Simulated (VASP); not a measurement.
**F2: single point with RPBE**

F2, in a box:

```
CELL_PARAMETERS angstrom
12.00000 0.00000 0.00000
0.00000 12.30000 0.00000
0.00000 0.00000 12.60000
ATOMIC_POSITIONS crystal
F 0.50000 0.50000 0.44349
F 0.50000 0.50000 0.55651
```

```
Program             : VASP 6.6.1
Task                : single point
Functional          : RPBE
Potentials or basis : VASP PAW PBE potentials, release 64 (F_h)
Cutoff              : 1010 eV
k mesh              : 1 × 1 × 1
Occupations         : fermi-dirac, width 0.01 eV
Spin                : no spin polarisation
```

```json
{
 "Largest force": "0.006 eV/Å",
 "Gap between the frontier levels": "3.55 eV"
}
```

Forces on the atoms (eV/Å):
```
F    0.000  0.000  0.006
F    0.000  0.000 -0.006
```

Levels at points of the mesh, in eV from the valence-band top:
```tsv
k point	band 5	band 6	band 7	band 8	band 9	band 10
(0.00, 0.00, 0.00)	-3.27	0.00	0.00	3.55	9.06	9.91
```

It took 5.6 min on 1 thread of Intel(R) Xeon(R) Platinum 8259CL CPU @ 2.50GHz (Skylake/Cascade Lake), with other jobs on the host, peak memory 3 GiB.

Caveat: the PAW data sets were made with another functional, which shifts forces and pressure a little.
